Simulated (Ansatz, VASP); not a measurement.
## B2P in VASP and in Ansatz

```xyz
6
Lattice="-2.6802 3.5196 1.8841 2.6802 -3.5196 1.8841 2.6802 3.5196 -1.8841" Properties=species:S:1:pos:R:3 pbc="T T T"
B     0.0000    0.5386    3.0370
B     2.6802   -0.5386    1.1529
B     2.6802    2.9810   -1.1529
B     0.0000    4.0582    0.7312
P     1.3401   -1.7598    0.9421
P     1.3401    1.7598   -0.9421
```

Alike in both runs: task single point; functional PBE; k mesh 6 × 6 × 6; occupations gaussian, width 0.1 eV; no spin polarisation.

|  | VASP | Ansatz |
| --- | --- | --- |
| version | VASP 6.6.1 | Ansatz 0.2.0 |
| potentials or method | VASP PAW PBE potentials, release 64 (B, P), cutoff 520 eV | scalar-relativistic, plane waves, PAW |
| valence electrons in the cell | 22 | 22 |

|  | VASP | Ansatz | Ansatz less VASP |
| --- | --- | --- | --- |
| gap on the k mesh at the Fermi level (eV) | none | none | - |
| pressure (GPa) | 19.9 | 20.1 | +0.20 |
| traceless stress, the component that is largest in VASP (GPa) | 39.92 | 39.98 | +0.059 |
| rms of the force components (eV/Å) | 1.482 | 1.491 | +0.0085 |

Atom by atom the forces differ by 0.009 eV/Å (rms over components). A gap of «none» marks a metal or a gap that the smearing closes.
